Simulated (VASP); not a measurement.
The system is Sr2Hf.

```
Sr Hf
1.0
     3.61550    0.00000    0.00000
    -1.80775    3.13111    0.00000
     0.00000    0.00000   14.06280
Sr Hf
4 2
Direct
  0.33333 0.66667 0.62750
  0.66667 0.33333 0.12750
  0.33333 0.66667 0.87250
  0.66667 0.33333 0.37250
  0.33333 0.66667 0.25000
  0.66667 0.33333 0.75000
```

* Program: VASP 6.6.1
* Task: relaxation of cell and atoms
* Functional: PBE
* Potentials or basis: VASP PAW PBE potentials, release 64 (Sr_sv, Hf_pv)
* Cutoff: 600 eV
* k mesh: 6 × 6 × 2
* Occupations: gaussian, width 0.1 eV
* Spin: no spin polarisation

At the start: pressure 27.6 GPa; volume 26.53 Å³/atom.

Problem. Where does the relaxation end?

Solution. Over 14 steps the energy falls by 1649.7 meV/atom and the volume is 36.36 Å³/atom (+37.0 %); space group P6_3/mmc (No. 194, to 0.05 Å).

The path:
```
step  energy change (eV)  largest force (eV/Å)  pressure (GPa)  volume (Å³)
   1              0.0000                5.9167           27.61       159.20
   2             -8.5706                0.0352           -3.74       287.87
   3             -8.9949                0.4858           -1.33       253.97
   4             -9.4450                0.3812           -1.13       244.16
   5             -9.8006                0.2606           -0.40       229.34
   6             -9.8127                0.2269           -0.05       225.13
   7             -9.8142                0.2349           -0.15       226.30
   8             -9.8318                0.2322           -0.06       224.54
   9             -9.8710                0.2012            0.24       219.29
  10             -9.8548                0.0441            1.13       208.93
  11             -9.8812                0.1654            0.55       215.43
  12             -9.8931                0.0950            0.26       216.62
  13             -9.8982                0.0106           -0.14       218.45
  14             -9.8985                0.0046           -0.08       218.15
```

Final structure:
```yaml
crystal:
  lattice:
    - [3.68512, 0.00000, 0.00000]
    - [-1.84256, 3.19141, 0.00000]
    - [0.00000, 0.00000, 18.54888]
  atoms:
    - { symbol: Sr, position: [0.33333, 0.66667, 0.59960] }
    - { symbol: Sr, position: [0.66667, 0.33333, 0.09960] }
    - { symbol: Sr, position: [0.33333, 0.66667, 0.90040] }
    - { symbol: Sr, position: [0.66667, 0.33333, 0.40040] }
    - { symbol: Hf, position: [0.33333, 0.66667, 0.25000] }
    - { symbol: Hf, position: [0.66667, 0.33333, 0.75000] }
```

Caveat: the volume moved by over 15 % at a fixed basis, so the end points are rough.
